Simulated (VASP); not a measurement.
Al2Cu, 3 atoms in the cell. Symmetry: I4/mmm, No. 139, tetragonal system. The conventional cell has a = 4.061 Å, b = 4.061 Å, c = 5.702 Å, α = 90.00°, β = 90.00°, γ = 90.00°. Within 3.3 Å of Al (site symmetry -4m2) lie 4 Cu at 2.48 Å and 6 Al at 2.85 to 2.87 Å. Cu (site symmetry 4/mmm) has 8 Al at 2.48 Å within 3.3 Å. 

| Item | Value |
| --- | --- |
| Program | VASP 6.6.1 |
| Task | single point |
| Functional | PBEsol |
| Potentials or basis | VASP PAW PBE potentials, release 64 (Al, Cu) |
| Cutoff | 520 eV |
| k mesh | 6 × 6 × 6 |
| Occupations | gaussian, width 0.1 eV |
| Spin | no spin polarisation |
| Dipole correction | no |
| Further INCAR settings | ALGO = Normal; EDIFF = 1e-06; NBANDS = 16 |

Potentials or basis: VASP PAW PBE potentials, release 64 (Al, Cu).

Run with:

```bash
$ cat potpaw_PBE.64/Al/POTCAR potpaw_PBE.64/Cu/POTCAR > POTCAR
$ mpirun -np 1 vasp_std > vasp.out
```

Hardware: 1 thread of Intel(R) Xeon(R) Platinum 8259CL CPU @ 2.50GHz (Skylake/Cascade Lake), on a shared host.

Task: Estimate the wall time of this run.

Result: It took 25 s on 1 thread of Intel(R) Xeon(R) Platinum 8259CL CPU @ 2.50GHz (Skylake/Cascade Lake) (shared host), peak memory 0.17 GiB. Counts: scf iterations 15, k points 30.
